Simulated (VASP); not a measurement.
# Rh (R-3m) in VASP: further runs

Runs on Rh. Level: PBE. Tasks: single point, relaxation of cell and atoms.

Program: VASP 6.6.1. These are calculated values, not measurements. Logs are shortened: lines on timing, memory, paths and dates and some standing lists are left out, and cuts for length are marked.

**1. The cell of the first run**

It takes space group R-3m (No. 166, trigonal). Conventional cell: a = 2.695 Å, b = 2.695 Å, c = 14.030 Å, α = 90.00°, β = 90.00°, γ = 120.00°. Within 3.3 Å of Rh (site symmetry 3m) lie 10 Rh at 2.50 to 2.69 Å.

**2. Single point, PBE**

Input file INCAR:

```
SYSTEM = Rh
PREC     = Accurate       ! precision mode
ENCUT    = 520            ! plane-wave cutoff, eV
EDIFF    = 1E-6           ! SCF threshold, eV
ISMEAR   = 0              ! smearing method
SIGMA    = 0.1            ! smearing width, eV
LREAL    = .False.        ! projectors in reciprocal space
LASPH    = .True.         ! aspherical terms in the spheres
NELM     = 80             ! most SCF steps
ALGO     = Fast           ! electronic algorithm
ISIF     = 2              ! what is computed and relaxed
LWAVE    = .False.        ! write WAVECAR
LCHARG   = .False.        ! write CHGCAR
GGA      = PE             ! functional
NBANDS   = 22             ! bands
```

Input file KPOINTS:

```
Automatic mesh
0
Gamma
  6 6 6
  0 0 0
```

Input file POSCAR:

```
Rh
1.0
    1.3473380266      0.7778859723      4.6765387918
   -1.3473380266      0.7778859723      4.6765387918
    0.0000000000     -1.5557719447      4.6765387918
Rh
2
Direct
    0.0890441859      0.0890441859      0.0890441859
    0.9109558141      0.9109558141      0.9109558141
```

Potentials or basis: VASP PAW PBE potentials, release 64 (Rh_pv).

Run with:

```
$ cat potpaw_PBE.64/Rh_pv/POTCAR > POTCAR
$ mpirun -np 1 vasp_std > vasp.out
```

OUTCAR:

```text
SYSTEM = Rh
   PREC = Accurate
   ENCUT = 520
   EDIFF = 1E-6
   ISMEAR = 0
   LREAL = .False.
   LASPH = .True.
   NELM = 80
   ISIF = 2
   GGA = PE

 ion  position               nearest neighbor table
   1  0.089  0.089  0.089-   2 2.50   2 2.68   2 2.68   2 2.68
   2  0.911  0.911  0.911-   1 2.50   1 2.68   1 2.68   1 2.68

  LATTYP: Found a trigonal (rhomboedric) cell.
 ALAT       =     4.9285333939
 COS(alpha) =     0.8505321722

  Lattice vectors:

 A1 = (   1.3473380266,   0.7778859723,   4.6765387918)
 A2 = (  -1.3473380266,   0.7778859723,   4.6765387918)
 A3 = (   0.0000000000,  -1.5557719447,   4.6765387918)

Analysis of symmetry for initial positions (statically):
=====================================================================
 Subroutine PRICEL returns:
 Original cell was already a primitive cell.

 Routine SETGRP: Setting up the symmetry group for a
 trigonal (rhombohedral) supercell.

 Subroutine GETGRP returns: Found 12 space group operations
 (whereof 12 operations were pure point group operations)
 out of a pool of 12 trial point group operations.

The static configuration has the point symmetry D_3d.

Analysis of symmetry for dynamics (positions and initial velocities):
=====================================================================
 Subroutine PRICEL returns:
 Original cell was already a primitive cell.

 Routine SETGRP: Setting up the symmetry group for a
 trigonal (rhombohedral) supercell.

 Subroutine GETGRP returns: Found 12 space group operations
 (whereof 12 operations were pure point group operations)
 out of a pool of 12 trial point group operations.

The dynamic configuration has the point symmetry D_3d.

 Subroutine INISYM returns: Found 12 space group operations
 (whereof 12 operations are pure point group operations),
 and found     1 'primitive' translations

----------------------------------------------------------------------------------------

                                     Primitive cell

  volume of cell :      29.4082

  direct lattice vectors                    reciprocal lattice vectors
     1.347338027  0.777885972  4.676538792     0.371102121  0.214255910  0.071277786
    -1.347338027  0.777885972  4.676538792    -0.371102121  0.214255910  0.071277786
     0.000000000 -1.555771945  4.676538792     0.000000000 -0.428511819  0.071277786

  length of vectors
     4.928533394  4.928533394  4.928533394     0.434399473  0.434399473  0.434399473

  position of ions in fractional coordinates (direct lattice)
     0.089044186  0.089044186  0.089044186
     0.910955814  0.910955814  0.910955814

  ion indices of the primitive-cell ions
   primitive index   ion index
                 1           1
                 2           2

----------------------------------------------------------------------------------------

 KPOINTS: Automatic mesh

Automatic generation of k-mesh.
 Grid dimensions read from file:
 generate k-points for:    6    6    6

 Generating k-lattice:

  Cartesian coordinates                     Fractional coordinates (reciprocal lattice)
     0.061850354  0.035709318  0.011879631     0.166666667  0.000000000  0.000000000
    -0.061850354  0.035709318  0.011879631     0.000000000  0.166666667  0.000000000
     0.000000000 -0.071418637  0.011879631     0.000000000  0.000000000  0.166666667

  Length of vectors
     0.072399912  0.072399912  0.072399912

  Shift w.r.t. Gamma in fractional coordinates (k-lattice)
     0.000000000  0.000000000  0.000000000

 Subroutine IBZKPT returns following result:
 ===========================================

 Found     32 irreducible k-points:

 Following reciprocal coordinates:
            Coordinates               Weight
  0.000000  0.000000  0.000000      1.000000
  0.166667  0.000000 -0.000000      6.000000
  0.333333 -0.000000 -0.000000      6.000000
  0.500000 -0.000000 -0.000000      3.000000
  0.166667  0.166667 -0.000000      6.000000
  0.333333  0.166667 -0.000000     12.000000
[... 16 lines left out ...]
  0.500000  0.500000  0.166667      6.000000
 -0.333333  0.500000  0.166667     12.000000
 [... further k-points ...]
   k-points           NKPTS =     32   k-points in BZ     NKDIM =     32   number of bands    NBANDS=     22
   number of dos      NEDOS =    301   number of ions     NIONS =      2
   total plane-waves  NPLWV =  64000
   dimension x,y,z NGX =    40 NGY =   40 NGZ =   40
   dimension x,y,z NGXF=    80 NGYF=   80 NGZF=   80
   ions per type =               2
   NGX,Y,Z   is equivalent  to a cutoff of  13.49, 13.49, 13.49 a.u.
   NGXF,Y,Z  is equivalent  to a cutoff of  26.99, 26.99, 26.99 a.u.
 SYSTEM =  Rh
   PREC   = accura    normal or accurate (medium, high low for compatibility)
   ISTART =      0    job   : 0-new  1-cont  2-samecut
   ICHARG =      2    charge: 1-file 2-atom 10-const
   ISPIN  =      1    spin polarized calculation?
   LNONCOLLINEAR =      F non collinear calculations
   LSORBIT =      F    spin-orbit coupling
   LASPH  =      T    aspherical Exc in radial PAW
   ENCUT  =  520.0 eV  38.22 Ry    6.18 a.u.   9.16  9.16  9.16*2*pi/ulx,y,z
   NELM   =     80;   NELMIN=  2; NELMDL= -5     # of ELM steps
   EDIFF  = 0.1E-05   stopping-criterion for ELM
   LREAL  =      F    real-space projection
   EDIFFG = 0.1E-04   stopping-criterion for IOM
   NSW    =      0    number of steps for IOM
   IBRION =     -1    ionic relax: 0-MD 1-quasi-New 2-CG
   NFREE  =      0    steps in history (QN), initial steepest desc. (CG)
   ISIF   =      2    stress and relaxation
   ISYM   =      2    0-nonsym 1-usesym 2-fastsym
   POTIM  = 0.5000    time-step for ionic-motion
   TEBEG  =    0.0;   TEEND  =   0.0 temperature during run
   PSTRESS=    0.0 pullay stress
   NELECT =      30.0000    total number of electrons
   NUPDOWN=      -1.0000    fix difference up-down
   EMIN   =  10.00;   EMAX   =-10.00  energy-range for DOS
   EFERMI =   0.00;   METHOD = LEGACY
   ISMEAR =     0;   SIGMA  =   0.10  broadening in eV -4-tet -1-fermi 0-gaus
   EFERMI_NEDOS =   21; number of points for ismear=-14 and -15
   IALGO  =     68    algorithm
   IMIX   =      4    mixing-type and parameters
     AMIX     =   0.40;   BMIX     =  1.00
     AMIX_MAG =   1.60;   BMIX_MAG =  1.00
  volume/ion in A,a.u.               =      14.70        99.23
  Fermi-wavevector in a.u.,A,eV,Ry     =   1.648007  3.114282 36.952448  2.715928
  Thomas-Fermi vector in A             =   2.737370
   LORBIT       =      0    0 simple, 1 ext, 2 COOP (PROOUT), +10 PAW based schemes
   GGA     = PE    functional components
   LHFCALC =     F    Hartree Fock is set to
   AEXX    =    0.0000 exact exchange contribution
   IVDW    =     0    specifies the selected vdW correction
   LEPSILON=     F    determine dielectric tensor
   LRPA    =     F    only Hartree local field effects (RPA)
 non-spin polarized calculation
 RMM-DIIS sequential band-by-band and
 Gauss-broadening in eV      SIGMA  =   0.10
  energy-cutoff  :      520.00
  volume of cell :       29.41
 maximum number of plane-waves:       803
 NGX is ok and might be reduce to    40
   NGX = 19   NGY = 19   NGZ = 19

 number of electron      30.0000002 magnetization

 Free energy of the ion-electron system (eV)
  ---------------------------------------------------
  ext. energy  EPLUGINS =         0.00000000
  ---------------------------------------------------
  free energy    TOTEN  =       -14.06302429 eV

  energy without entropy =      -14.04558316  energy(sigma->0) =      -14.05430373

 E-fermi :  10.6087     XC(G=0): -13.5535

 val. band max:       10.6014417088   @ k =  -0.3333   0.5000   0.1667
 cond. band min:      10.6215478476   @ k =  -0.1667   0.1667   0.1667
 fundamental gap:      0.0201061389
 Fermi energy:        10.6086954182

 k-point     1 :       0.0000    0.0000    0.0000
  band No.  band energies     occupation
      1     -36.2470      2.00000
      2     -35.5697      2.00000
      3     -35.5697      2.00000
      4     -35.5500      2.00000
      5     -35.5500      2.00000
      6     -35.4710      2.00000
[... 14 lines left out ...]
     21      27.7722      0.00000
     22      30.1183      0.00000

 k-point     2 :       0.1667    0.0000   -0.0000
  band No.  band energies     occupation
      1     -36.2045      2.00000
      2     -35.7299      2.00000
      3     -35.6713      2.00000
      4     -35.6088      2.00000
      5     -35.5770      2.00000
      6     -35.4721      2.00000
[... 14 lines left out ...]
     21      28.3857      0.00000
     22      30.2908      0.00000

 k-point     3 :       0.3333   -0.0000   -0.0000
  band No.  band energies     occupation
      1     -36.1371      2.00000
      2     -36.0228      2.00000
      3     -35.8884      2.00000
      4     -35.6818      2.00000
      5     -35.6351      2.00000
      6     -35.4978      2.00000
[... 14 lines left out ...]
     21      26.0238      0.00000
     22      29.0065      0.00000

 k-point     4 :       0.5000   -0.0000   -0.0000
  band No.  band energies     occupation
      1     -36.1720      2.00000
      2     -36.1463      2.00000
      3     -35.9384      2.00000
      4     -35.7170      2.00000
      5     -35.6650      2.00000
      6     -35.5179      2.00000
[... 14 lines left out ...]
     21      24.2308      0.00000
     22      27.3942      0.00000

 k-point     5 :       0.1667    0.1667   -0.0000
  band No.  band energies     occupation
      1     -36.1877      2.00000
      2     -35.7153      2.00000
      3     -35.6870      2.00000
      4     -35.6252      2.00000
      5     -35.5604      2.00000
      6     -35.4891      2.00000
[... 14 lines left out ...]
     21      27.9530      0.00000
     22      30.0789      0.00000

 k-point     6 :       0.3333    0.1667   -0.0000
  band No.  band energies     occupation
      1     -36.1187      2.00000
      2     -35.9093      2.00000
      3     -35.8439      2.00000
      4     -35.6862      2.00000
      5     -35.6433      2.00000
      6     -35.5164      2.00000
[... 14 lines left out ...]
     21      26.0237      0.00000
     22      26.6236      0.00000

 k-point     7 :       0.5000    0.1667   -0.0000
  band No.  band energies     occupation
      1     -36.1009      2.00000
      2     -36.0986      2.00000
      3     -35.9064      2.00000
      4     -35.7887      2.00000
      5     -35.7337      2.00000
      6     -35.5350      2.00000
[... 324 lines left out ...]
      6     -35.6043      2.00000
[... 14 lines left out ...]
     21      25.3630      0.00000
     22      26.8472      0.00000

 k-point    21 :      -0.3333    0.3333    0.1667
  band No.  band energies     occupation
      1     -36.1149      2.00000
      2     -36.0472      2.00000
      3     -35.8882      2.00000
      4     -35.8141      2.00000
      5     -35.7114      2.00000
      6     -35.5893      2.00000
[... 14 lines left out ...]
     21      23.7860      0.00000
     22      26.1162      0.00000

 k-point    22 :      -0.1667    0.3333    0.1667
  band No.  band energies     occupation
      1     -36.1341      2.00000
      2     -36.0290      2.00000
      3     -35.9516      2.00000
      4     -35.7974      2.00000
      5     -35.7175      2.00000
      6     -35.5338      2.00000
[... 14 lines left out ...]
     21      22.7627      0.00000
     22      24.2720      0.00000

 k-point    23 :       0.5000    0.5000    0.1667
  band No.  band energies     occupation
      1     -36.0493      2.00000
      2     -35.9877      2.00000
      3     -35.8499      2.00000
      4     -35.7175      2.00000
      5     -35.6658      2.00000
      6     -35.5989      2.00000
[... 14 lines left out ...]
     21      25.1562      0.00000
     22      26.3336      0.00000

 k-point    24 :      -0.3333    0.5000    0.1667
  band No.  band energies     occupation
      1     -36.1032      2.00000
      2     -36.0409      2.00000
      3     -35.8847      2.00000
      4     -35.8063      2.00000
      5     -35.7103      2.00000
      6     -35.6208      2.00000
[... 14 lines left out ...]
     21      23.0349      0.00000
     22      26.7143      0.00000

 [... further k-points ...]
[... 5 lines left out ...]
  --------------------------------------------------------------------------------------
  -------------------------------------------------------------------------------------
  Total       -0.0119482     -0.0119482      0.0152490      0.0000000     -0.0000000     -0.0000000
  in kB       -0.6509477     -0.6509477      0.8307731      0.0000000     -0.0000000     -0.0000000
  external PRESSURE =      -0.1570408 kB  Pullay stress =       0.0000000 kB

 VOLUME and BASIS-vectors are now :
 -----------------------------------------------------------------------------
  energy-cutoff  :      520.00
  volume of cell :       29.41
      direct lattice vectors                 reciprocal lattice vectors
     1.347338027  0.777885972  4.676538792     0.371102121  0.214255910  0.071277786
    -1.347338027  0.777885972  4.676538792    -0.371102121  0.214255910  0.071277786
     0.000000000 -1.555771945  4.676538792     0.000000000 -0.428511819  0.071277786

 POSITION                                       TOTAL-FORCE (eV/Angst)
 -----------------------------------------------------------------------------------
      0.00000     -0.00000      1.24926         0.000000     -0.000000      0.009370
      0.00000     -0.00000     12.78036         0.000000      0.000000     -0.009370
 -----------------------------------------------------------------------------------
    total drift:                               -0.000000      0.000000      0.000000

  FREE ENERGIE OF THE ION-ELECTRON SYSTEM (eV)
  ---------------------------------------------------
  free  energy   TOTEN  =       -14.0630242871 eV

  energy  without entropy=      -14.0455831646  energy(sigma->0) =      -14.05430373
```

It took 25 s on 1 thread of Intel Xeon 6975P-C (Granite Rapids), shared host; peak memory 0.24 GiB.

What came out:

```yaml
Free_energy: -14.0630 eV
Pressure: 0.0 GPa
Largest_force: 0.009 eV/Å
Band_gap_on_the_k_mesh: zero (bands 15 and 16 overlap by 2.10 eV)
```

Forces on the atoms (eV/Å):
```
Rh   0.000  0.000  0.009
Rh   0.000  0.000 -0.009
```

Levels at points of the mesh, in eV from the Fermi level:
| k point | band 12 | band 13 | band 14 | band 15 | band 16 | band 17 | band 18 | band 19 |
| --- | --- | --- | --- | --- | --- | --- | --- | --- |
| (0.00, 0.00, 0.00) | -2.50 | -2.50 | -0.39 | -0.39 | -0.34 | -0.34 | 0.52 | 7.30 |
| (0.50, 0.00, 0.00) | -0.95 | -0.81 | -0.21 | 0.82 | 1.07 | 2.43 | 5.22 | 7.13 |
| (0.50, 0.50, 0.00) | -1.69 | -0.61 | 0.63 | 0.92 | 1.00 | 3.84 | 4.32 | 7.10 |
| (0.50, 0.50, 0.50) | -2.40 | -2.40 | -2.00 | -1.18 | -1.18 | 0.72 | 0.72 | 12.22 |

Caveat: the k points lie up to 0.45 Å⁻¹ apart, too coarse for converged energies and pressures of a metal.

**3. Single point, PBE**

This run uses another cell than the first one, of 16.01 Å³/atom.

Input file INCAR:

```
SYSTEM = Rh
PREC     = Accurate       ! precision mode
ENCUT    = 520            ! plane-wave cutoff, eV
EDIFF    = 1E-6           ! SCF threshold, eV
ISMEAR   = 0              ! smearing method
SIGMA    = 0.1            ! smearing width, eV
LREAL    = .FALSE.        ! projectors in reciprocal space
LASPH    = .TRUE.         ! aspherical terms in the spheres
NELM     = 60             ! most SCF steps
ALGO     = Normal         ! electronic algorithm
ISIF     = 2              ! what is computed and relaxed
LWAVE    = .FALSE.        ! write WAVECAR
LCHARG   = .TRUE.         ! write CHGCAR
GGA      = PE             ! functional
LELF     = .TRUE.         ! ELF
LVHAR    = .TRUE.       
NBANDS   = 22             ! bands
```

Input file KPOINTS:

```
regular mesh
0
G
  6 6 6
  0 0 0
```

Input file POSCAR:

```
Rh
1.0
    1.5688167880      0.9057567948      3.7566318419
   -1.5688167880      0.9057567948      3.7566318419
    0.0000000000     -1.8115135897      3.7566318419
Rh
2
Direct
    0.0577000000      0.0577000000      0.0577000000
    0.9423000000      0.9423000000      0.9423000000
```

Potentials or basis: VASP PAW PBE potentials, release 64 (Rh_pv).

Run with:

```
$ cat potpaw_PBE.64/Rh_pv/POTCAR > POTCAR
$ mpirun -np 1 vasp_std > vasp.out
```

OUTCAR:

```text
SYSTEM = Rh
   PREC = Accurate
   ENCUT = 520
   EDIFF = 1E-6
   ISMEAR = 0
   LREAL = .FALSE.
   LASPH = .TRUE.
   NELM = 60
   ISIF = 2
   GGA = PE

 ion  position               nearest neighbor table
   1  0.058  0.058  0.058-   2 1.30   2 3.05   2 3.05   2 3.05
   2  0.942  0.942  0.942-   1 1.30   1 3.05   1 3.05   1 3.05

 -----------------------------------------------------------------------------
|                                                                             |
|           W    W    AA    RRRRR   N    N  II  N    N   GGGG   !!!           |
|           W    W   A  A   R    R  NN   N  II  NN   N  G    G  !!!           |
[... 808 lines left out ...]
  --------------------------------------------------------------------------------------
  -------------------------------------------------------------------------------------
  Total       -1.3441736     -1.3441736    272.8421253      0.0000000     -0.0000000      0.0000000
  in kB      -67.2407007    -67.2407007  13648.6058328      0.0000000     -0.0000001      0.0000000
  external PRESSURE =    4504.7081438 kB  Pullay stress =       0.0000000 kB

 VOLUME and BASIS-vectors are now :
 -----------------------------------------------------------------------------
  energy-cutoff  :      520.00
  volume of cell :       32.03
      direct lattice vectors                 reciprocal lattice vectors
     1.568816788  0.905756795  3.756631842     0.318711531  0.184008188  0.088731967
    -1.568816788  0.905756795  3.756631842    -0.318711531  0.184008188  0.088731967
     0.000000000 -1.811513590  3.756631842     0.000000000 -0.368016376  0.088731967

 POSITION                                       TOTAL-FORCE (eV/Angst)
 -----------------------------------------------------------------------------------
      0.00000     -0.00000      0.65027         0.000000     -0.000000    210.272273
      0.00000     -0.00000     10.61962         0.000000      0.000000   -210.272273
 -----------------------------------------------------------------------------------
    total drift:                               -0.000000     -0.000000      0.000000

  FREE ENERGIE OF THE ION-ELECTRON SYSTEM (eV)
  ---------------------------------------------------
  free  energy   TOTEN  =        31.9742965199 eV

  energy  without entropy=       31.9827496317  energy(sigma->0) =       31.97852308
```

Wall time 10 s (1 thread of Intel Xeon 6975P-C (Granite Rapids), shared host); peak memory 0.18 GiB.

Results:

```yaml
Free_energy: 31.9743 eV
Pressure: 450.5 GPa
Largest_force: 210.272 eV/Å
Band_gap_on_the_k_mesh: zero (bands 15 and 16 overlap by 0.43 eV)
```

Forces on the atoms (eV/Å):
```
Rh     0.000    0.000  210.272
Rh     0.000    0.000 -210.272
```

Caveat: the k points lie up to 0.40 Å⁻¹ apart; atoms lie so close that the PAW spheres overlap strongly, which falsifies energies and pressures; forces of over 1 eV/Å act on the atoms, so gaps and moduli don't describe the material at rest.

(Continued in part 2 of 2.)
